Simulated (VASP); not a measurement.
# Zn (Pmmm) in VASP: further runs

The runs below take Zn through single point, relaxation of cell and atoms, with PBE.

All numbers are computed with VASP 6.6.1; they aren't measurements. Logs are shortened: lines on timing, memory, paths and dates and some standing lists are left out, and cuts for length are marked.

## 1. The cell of the first run

The typed cell holds 1 atom: a = 2.452 Å, b = 2.461 Å, c = 2.703 Å, α = 90.00°, β = 90.00°, γ = 90.00°.

## 2. Single point, PBE

INCAR reads:

```
  ALGO = Fast
  EDIFF = 1E-6
  ENCUT = 520
  GGA = PE
  ISIF = 2
  ISMEAR = 0
  LASPH = True
  LCHARG = True
  LELF = True
  LREAL = False
  LVHAR = True
  LWAVE = False
  NBANDS = 12
  NELM = 60
  PREC = Accurate
  SIGMA = 0.1
```

KPOINTS reads:

```
k-points
0
Gamma
  8 8 6
```

POSCAR reads:

```
Zn
1.0
    2.4524760000      0.0000000000      0.0000000000
    0.0000000000      2.4612120500      0.0000000000
    0.0000000000      0.0000000000      2.7028931100
Zn
1
Direct
    0.0000000000      0.0000000000      0.0000000000
```

Potentials or basis: VASP PAW PBE potentials, release 64 (Zn).

On the command line:

```
$ cat potpaw_PBE.64/Zn/POTCAR > POTCAR
$ mpirun -np 1 vasp_std > vasp.out
```

OUTCAR:

```text
EDIFF = 1E-6
   ENCUT = 520
   GGA = PE
   ISIF = 2
   ISMEAR = 0
   LASPH = True
   LREAL = False
   NELM = 60
   PREC = Accurate

 ion  position               nearest neighbor table
   1  0.000  0.000  0.000-

  LATTYP: Found a simple orthorhombic cell.
 ALAT       =     2.4524760000
 B/A-ratio  =     1.0035621348
 C/A-ratio  =     1.1021078738

  Lattice vectors:

 A1 = (   2.4524760000,   0.0000000000,   0.0000000000)
 A2 = (   0.0000000000,   2.4612120500,   0.0000000000)
 A3 = (   0.0000000000,   0.0000000000,   2.7028931100)

Analysis of symmetry for initial positions (statically):
=====================================================================
 Subroutine PRICEL returns:
 Original cell was already a primitive cell.

 Routine SETGRP: Setting up the symmetry group for a
 simple orthorhombic supercell.

 Subroutine GETGRP returns: Found  8 space group operations
 (whereof  8 operations were pure point group operations)
 out of a pool of  8 trial point group operations.

The static configuration has the point symmetry D_2h.

Analysis of symmetry for dynamics (positions and initial velocities):
=====================================================================
 Subroutine PRICEL returns:
 Original cell was already a primitive cell.

 Routine SETGRP: Setting up the symmetry group for a
 simple orthorhombic supercell.

 Subroutine GETGRP returns: Found  8 space group operations
 (whereof  8 operations were pure point group operations)
 out of a pool of  8 trial point group operations.

The dynamic configuration has the point symmetry D_2h.

 Subroutine INISYM returns: Found  8 space group operations
 (whereof  8 operations are pure point group operations),
 and found     1 'primitive' translations

----------------------------------------------------------------------------------------

                                     Primitive cell

  volume of cell :      16.3148

  direct lattice vectors                    reciprocal lattice vectors
     2.452476000  0.000000000  0.000000000     0.407751187  0.000000000  0.000000000
     0.000000000  2.461212050  0.000000000     0.000000000  0.406303878  0.000000000
     0.000000000  0.000000000  2.702893110     0.000000000  0.000000000  0.369973935

  length of vectors
     2.452476000  2.461212050  2.702893110     0.407751187  0.406303878  0.369973935

  position of ions in fractional coordinates (direct lattice)
     0.000000000  0.000000000  0.000000000

  ion indices of the primitive-cell ions
   primitive index   ion index
                 1           1

----------------------------------------------------------------------------------------

 KPOINTS: k-points

Automatic generation of k-mesh.
 Grid dimensions read from file:
 generate k-points for:    8    8    6

 Generating k-lattice:

  Cartesian coordinates                     Fractional coordinates (reciprocal lattice)
     0.050968898  0.000000000  0.000000000     0.125000000  0.000000000  0.000000000
     0.000000000  0.050787985  0.000000000     0.000000000  0.125000000  0.000000000
     0.000000000  0.000000000  0.061662323     0.000000000  0.000000000  0.166666667

  Length of vectors
     0.050968898  0.050787985  0.061662323

  Shift w.r.t. Gamma in fractional coordinates (k-lattice)
     0.000000000  0.000000000  0.000000000

 Subroutine IBZKPT returns following result:
 ===========================================

 Found    100 irreducible k-points:

 Following reciprocal coordinates:
            Coordinates               Weight
  0.000000  0.000000  0.000000      1.000000
  0.125000  0.000000  0.000000      2.000000
  0.250000  0.000000  0.000000      2.000000
  0.375000  0.000000  0.000000      2.000000
  0.500000  0.000000  0.000000      1.000000
  0.000000  0.125000  0.000000      2.000000
[... 16 lines left out ...]
  0.250000  0.500000  0.000000      2.000000
  0.375000  0.500000  0.000000      2.000000
 [... further k-points ...]
   k-points           NKPTS =    100   k-points in BZ     NKDIM =    100   number of bands    NBANDS=     12
   number of dos      NEDOS =    301   number of ions     NIONS =      1
   total plane-waves  NPLWV =   6480
   dimension x,y,z NGX =    18 NGY =   18 NGZ =   20
   dimension x,y,z NGXF=    36 NGYF=   36 NGZF=   40
   ions per type =               1
   NGX,Y,Z   is equivalent  to a cutoff of  12.20, 12.16, 12.30 a.u.
   NGXF,Y,Z  is equivalent  to a cutoff of  24.40, 24.32, 24.60 a.u.
 SYSTEM =  unknown system
   PREC   = accura    normal or accurate (medium, high low for compatibility)
   ISTART =      0    job   : 0-new  1-cont  2-samecut
   ICHARG =      2    charge: 1-file 2-atom 10-const
   ISPIN  =      1    spin polarized calculation?
   LNONCOLLINEAR =      F non collinear calculations
   LSORBIT =      F    spin-orbit coupling
   LASPH  =      T    aspherical Exc in radial PAW
   ENCUT  =  520.0 eV  38.22 Ry    6.18 a.u.   4.56  4.58  5.03*2*pi/ulx,y,z
   NELM   =     60;   NELMIN=  2; NELMDL= -5     # of ELM steps
   EDIFF  = 0.1E-05   stopping-criterion for ELM
   LREAL  =      F    real-space projection
   EDIFFG = 0.1E-04   stopping-criterion for IOM
   NSW    =      0    number of steps for IOM
   IBRION =     -1    ionic relax: 0-MD 1-quasi-New 2-CG
   NFREE  =      0    steps in history (QN), initial steepest desc. (CG)
   ISIF   =      2    stress and relaxation
   ISYM   =      2    0-nonsym 1-usesym 2-fastsym
   POTIM  = 0.5000    time-step for ionic-motion
   TEBEG  =    0.0;   TEEND  =   0.0 temperature during run
   PSTRESS=    0.0 pullay stress
   NELECT =      12.0000    total number of electrons
   NUPDOWN=      -1.0000    fix difference up-down
   EMIN   =  10.00;   EMAX   =-10.00  energy-range for DOS
   EFERMI =   0.00;   METHOD = LEGACY
   ISMEAR =     0;   SIGMA  =   0.10  broadening in eV -4-tet -1-fermi 0-gaus
   EFERMI_NEDOS =   21; number of points for ismear=-14 and -15
   IALGO  =     68    algorithm
   IMIX   =      4    mixing-type and parameters
     AMIX     =   0.40;   BMIX     =  1.00
     AMIX_MAG =   1.60;   BMIX_MAG =  1.00
  volume/ion in A,a.u.               =      16.31       110.10
  Fermi-wavevector in a.u.,A,eV,Ry     =   1.477773  2.792586 29.712575  2.183813
  Thomas-Fermi vector in A             =   2.592136
   LORBIT       =      0    0 simple, 1 ext, 2 COOP (PROOUT), +10 PAW based schemes
   GGA     = PE    functional components
   LHFCALC =     F    Hartree Fock is set to
   AEXX    =    0.0000 exact exchange contribution
   IVDW    =     0    specifies the selected vdW correction
   LEPSILON=     F    determine dielectric tensor
   LRPA    =     F    only Hartree local field effects (RPA)
 non-spin polarized calculation
 RMM-DIIS sequential band-by-band and
 Gauss-broadening in eV      SIGMA  =   0.10
  energy-cutoff  :      520.00
  volume of cell :       16.31
 maximum number of plane-waves:       451
   NGX =  9   NGY =  9   NGZ = 11

 number of electron      11.9999994 magnetization

 Free energy of the ion-electron system (eV)
  ---------------------------------------------------
  ext. energy  EPLUGINS =         0.00000000
  ---------------------------------------------------
  free energy    TOTEN  =        -0.83811731 eV

  energy without entropy =       -0.83674029  energy(sigma->0) =       -0.83742880

 E-fermi :   2.5343     XC(G=0): -11.1025

 val. band max:        2.5180767182   @ k =   0.3750   0.3750   0.3333
 cond. band min:       2.6491043282   @ k =   0.2500   0.2500   0.5000
 fundamental gap:      0.1310276099
 Fermi energy:         2.5342978877

 k-point     1 :       0.0000    0.0000    0.0000
  band No.  band energies     occupation
      1      -7.3100      2.00000
      2      -5.9548      2.00000
      3      -5.7278      2.00000
      4      -4.4615      2.00000
      5      -4.4557      2.00000
      6      -4.3331      2.00000
      7      12.7023      0.00000
      8      16.5413      0.00000
      9      17.0509      0.00000
     10      17.2345      0.00000
     11      19.9972      0.00000
     12      22.6165      0.00000

 k-point     2 :       0.1250    0.0000    0.0000
  band No.  band energies     occupation
      1      -6.9067      2.00000
      2      -5.8477      2.00000
      3      -5.6743      2.00000
      4      -4.5455      2.00000
      5      -4.4542      2.00000
      6      -4.4068      2.00000
      7      12.9187      0.00000
      8      13.1847      0.00000
      9      16.9688      0.00000
     10      17.5320      0.00000
     11      21.3544      0.00000
     12      26.2793      0.00000

 k-point     3 :       0.2500    0.0000    0.0000
  band No.  band energies     occupation
      1      -6.0781      2.00000
      2      -5.5957      2.00000
      3      -5.1419      2.00000
      4      -4.7549      2.00000
      5      -4.5808      2.00000
      6      -4.4364      2.00000
      7       7.9452      0.00000
      8      14.5609      0.00000
      9      17.7988      0.00000
     10      18.9178      0.00000
     11      22.1570      0.00000
     12      28.5396      0.00000

 k-point     4 :       0.3750    0.0000    0.0000
  band No.  band energies     occupation
      1      -5.7936      2.00000
      2      -5.4159      2.00000
      3      -4.9550      2.00000
      4      -4.7493      2.00000
      5      -4.4186      2.00000
      6      -3.1509      2.00000
      7       3.5559      0.00000
      8      16.6005      0.00000
      9      19.1948      0.00000
     10      21.0184      0.00000
     11      23.0697      0.00000
     12      24.4534      0.00000

 k-point     5 :       0.5000    0.0000    0.0000
  band No.  band energies     occupation
      1      -5.7324      2.00000
      2      -5.3344      2.00000
      3      -5.0354      2.00000
      4      -4.8176      2.00000
      5      -4.4112      2.00000
      6      -0.5886      2.00000
      7       0.2311      2.00000
      8      18.1686      0.00000
      9      20.4993      0.00000
     10      22.2206      0.00000
     11      22.6282      0.00000
     12      22.7414      0.00000
[... 228 lines left out ...]
      1      -5.7562      2.00000
      2      -5.3431      2.00000
      3      -5.0282      2.00000
      4      -4.8021      2.00000
      5      -4.4074      2.00000
      6      -0.6110      2.00000
      7       0.1657      2.00000
      8      18.1051      0.00000
      9      20.4744      0.00000
     10      22.1874      0.00000
     11      22.6068      0.00000
     12      22.8690      0.00000

 k-point    22 :       0.1250    0.5000    0.0000
  band No.  band energies     occupation
      1      -5.5391      2.00000
      2      -5.2664      2.00000
      3      -5.0291      2.00000
      4      -5.0116      2.00000
      5      -4.4862      2.00000
      6      -0.0566      2.00000
      7       0.3947      2.00000
      8      18.5964      0.00000
      9      18.6212      0.00000
     10      19.8018      0.00000
     11      20.8992      0.00000
     12      22.5054      0.00000

 k-point    23 :       0.2500    0.5000    0.0000
  band No.  band energies     occupation
      1      -5.4619      2.00000
      2      -5.2958      2.00000
      3      -4.9714      2.00000
      4      -4.7961      2.00000
      5      -4.6719      2.00000
      6       1.1797      2.00000
      7       1.3542      2.00000
      8      13.7577      0.00000
      9      15.1010      0.00000
     10      20.1023      0.00000
     11      22.0981      0.00000
     12      23.4710      0.00000

 k-point    24 :       0.3750    0.5000    0.0000
  band No.  band energies     occupation
      1      -5.8028      2.00000
      2      -5.1913      2.00000
      3      -4.9311      2.00000
      4      -4.8514      2.00000
      5      -4.2016      2.00000
      6       2.7359      0.00436
      7       3.2220      0.00000
      8       9.4731      0.00000
      9      11.2992      0.00000
     10      22.3348      0.00000
     11      24.0018      0.00000
     12      25.1174      0.00000

 [... further k-points ...]
[... 5 lines left out ...]
  --------------------------------------------------------------------------------------
  -------------------------------------------------------------------------------------
  Total        1.2873119      1.1667173     -0.0421130      0.0000000      0.0000000      0.0000000
  in kB      126.4188092    114.5759682     -4.1356563      0.0000000      0.0000000      0.0000000
  external PRESSURE =      78.9530404 kB  Pullay stress =       0.0000000 kB

 VOLUME and BASIS-vectors are now :
 -----------------------------------------------------------------------------
  energy-cutoff  :      520.00
  volume of cell :       16.31
      direct lattice vectors                 reciprocal lattice vectors
     2.452476000  0.000000000  0.000000000     0.407751187  0.000000000  0.000000000
     0.000000000  2.461212050  0.000000000     0.000000000  0.406303878  0.000000000
     0.000000000  0.000000000  2.702893110     0.000000000  0.000000000  0.369973935

 POSITION                                       TOTAL-FORCE (eV/Angst)
 -----------------------------------------------------------------------------------
      0.00000      0.00000      0.00000         0.000000      0.000000      0.000000
 -----------------------------------------------------------------------------------
    total drift:                                0.000000      0.000000      0.000000

  FREE ENERGIE OF THE ION-ELECTRON SYSTEM (eV)
  ---------------------------------------------------
  free  energy   TOTEN  =        -0.8381173052 eV

  energy  without entropy=       -0.8367402863  energy(sigma->0) =       -0.83742880
```

Run time: 8.5 s. Hardware: 1 thread of Intel Xeon Platinum 8488C (Sapphire Rapids), shared host; peak memory 0.12 GiB.

What came out:

```
Free energy            : -0.8381 eV
Pressure               : 7.9 GPa
Band gap on the k mesh : zero (band 6 reaches 8.08 eV, above the bottom of band 7 at -1.08 eV)
```

Levels at points of the mesh, in eV from the Fermi level:
```
           k point  band 4  band 5  band 6  band 7  band 8  band 9
(0.00, 0.00, 0.00)   -7.00   -6.99   -6.87   10.17   14.01   14.52
(0.50, 0.00, 0.00)   -7.35   -6.95   -3.12   -2.30   15.63   17.97
(0.00, 0.50, 0.00)   -7.34   -6.94   -3.15   -2.37   15.57   17.94
(0.50, 0.50, 0.00)   -7.45   -6.50    1.91    1.94    4.29    6.87
(0.00, 0.00, 0.50)   -7.23   -6.85   -3.94   -3.62   18.58   18.77
(0.50, 0.00, 0.50)   -7.15   -6.70    0.54    1.53    2.63    6.08
(0.00, 0.50, 0.50)   -7.15   -6.71    0.52    1.47    2.56    6.04
(0.50, 0.50, 0.50)   -6.73   -6.49    5.55    5.59    6.63   10.95
```

Caveat: the k points lie up to 0.39 Å⁻¹ apart.

[end of part 1 of 2]
